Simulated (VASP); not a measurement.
Wanted: the native input for a VASP 6.6.1 run.

| Property | Result |
| --- | --- |
| Task | single point |
| Functional | LDA |
| Potentials or basis | VASP PAW LDA potentials, release 64 (Ti_sv, N) |
| Cutoff | 520 eV |
| k mesh | 16 × 16 × 16 |
| Occupations | fermi-dirac, width 0.15 eV |
| Spin | no spin polarisation |
| Dipole correction | no |
| Further INCAR settings | ALGO = Normal; EDIFF = 1e-06; NBANDS = 16 |

The structure of TiN (de600) lies in POSCAR:

```
TiN
1.0
    0.0000000000      2.0866352001      2.0866352001
    2.0866352001      0.0000000000      2.0866352001
    2.0866352001      2.0866352001      0.0000000000
Ti N
1 1
Direct
    0.0000000000      0.0000000000      0.0000000000
    0.5000000000      0.5000000000      0.5000000000
```

The input as run:

INCAR

```
PREC = Accurate
ENCUT = 520
EDIFF = 1E-6
ISMEAR = -1
SIGMA = 0.15
LREAL = False
LASPH = True
NELM = 100
ALGO = Normal
ISIF = 2
LWAVE = False
LCHARG = True
LELF = True
LVHAR = True
NBANDS = 16
```

KPOINTS

```
regular mesh
0
Gamma
  16 16 16
```

Potentials or basis: VASP PAW LDA potentials, release 64 (Ti_sv, N).

Run with:

```sh
$ cat potpaw_LDA.64/Ti_sv/POTCAR potpaw_LDA.64/N/POTCAR > POTCAR
$ mpirun -np 1 vasp_std > vasp.out
```

Results of the run:

The pressure is 1.0 GPa.

It took 92 s on 1 thread of AMD EPYC 7R13, on a shared host, peak memory 0.13 GiB.
